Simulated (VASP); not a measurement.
Set up this calculation in VASP 6.6.1, as the native input.

* Task: relaxation of cell and atoms
* Functional: LDA
* Potentials or basis: VASP PAW LDA potentials, release 64 (Al, Ni)
* Cutoff: 600 eV
* k mesh: 14 × 14 × 14
* Occupations: gaussian, width 0.1 eV
* Spin: no spin polarisation
* Dipole correction: no
* Further INCAR settings: ALGO = Fast; EDIFF = 1e-06; IBRION = 2; EDIFFG = -0.01; NSW = 80; ISIF = 3

The structure of AlNi3 lies in POSCAR:

```
AlNi3
1.0
    0.0000000000      2.8018887551      2.8018887551
    2.8018887551      0.0000000000      2.8018887551
    2.8018887551      2.8018887551      0.0000000000
Al Ni
1 3
Direct
    0.5000000000      0.5000000000      0.5000000000
    0.2500000000      0.2500000000      0.2500000000
    0.0000000000      0.0000000000      0.0000000000
    0.7500000000      0.7500000000      0.7500000000
```

These files were run (other wordings do the same):

INCAR

```
SYSTEM = AlNi3
PREC = Accurate
ENCUT = 600
EDIFF = 1E-6
ISMEAR = 0
SIGMA = 0.1
LREAL = .False.
LASPH = .True.
NELM = 60
ALGO = Fast
ISIF = 3
LWAVE = .False.
LCHARG = .False.
IBRION = 2
NSW = 80
EDIFFG = -0.01
```

KPOINTS

```
regular mesh
0
Gamma
  14 14 14
  0 0 0
```

Potentials or basis: VASP PAW LDA potentials, release 64 (Al, Ni).

Command:

```console
$ cat potpaw_LDA.64/Al/POTCAR potpaw_LDA.64/Ni/POTCAR > POTCAR
$ mpirun -np 1 vasp_std > vasp.out
```

It gave:

```
Relaxed volume                        : 10.61 Å³/atom
Relaxed cell                          : a = 3.915 Å, b = 3.915 Å, c = 3.915 Å, α = 60.00°, β = 60.00°, γ = 60.00°
Space group after relaxing (to 0.1 Å) : Fm-3m (No. 225)
Energy gained by relaxing             : 9.1 meV/atom
Ionic steps                           : 3
Pressure after relaxing               : 0.1 GPa
Band gap on the k mesh                : zero (an odd number of electrons rules out a gap without spin polarisation)
```

Run time: 10 min on 1 thread of AMD EPYC 7R13 (shared host), peak memory 0.21 GiB.
